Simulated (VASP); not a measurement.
A run of VASP 6.6.1 is set up as follows.

The input INCAR:

```
SYSTEM = AlCo
PREC = Accurate
ENCUT = 520
EDIFF = 1E-6
ISMEAR = 0
SIGMA = 0.1
LREAL = .FALSE.
LASPH = .TRUE.
NELM = 100
ALGO = Fast
ISIF = 2
LWAVE = .FALSE.
LCHARG = .FALSE.
GGA = PE
NBANDS = 13
```

File KPOINTS:

```
Automatic mesh
0
G
  18 18 18
  0 0 0
```

File POSCAR:

```
AlCo
1.0
    2.8233833853      0.0000000000      0.0000000000
    0.0000000000      2.8590321655      0.0000000000
    0.0000000000      0.0000000000      2.8590321655
Al Co
1 1
Direct
    0.0000000000      0.0000000000      0.0000000000
    0.5000000000      0.5000000000      0.5000000000
```

Potentials or basis: VASP PAW PBE potentials, release 64 (Al, Co).

The run is started by

```sh
$ cat potpaw_PBE.64/Al/POTCAR potpaw_PBE.64/Co/POTCAR > POTCAR
$ mpirun -np 1 vasp_std > vasp.out
```

Question: Estimate the pressure.

Answer: 0.6 GPa.

Question: Estimate the band gap on the k mesh.

Answer: Zero (band 6 reaches 12.99 eV, above the bottom of band 7 at 10.34 eV).

Stress tensor (GPa, compression positive):
```
 2.19  0.00  0.00
 0.00 -0.17  0.00
 0.00  0.00 -0.17
```

Caveat: the cell differs from its parent crystal (uniaxial strain along a: -1.0 %). Spin polarisation is off, so any magnetic state and its effect on volume and gap are missing.
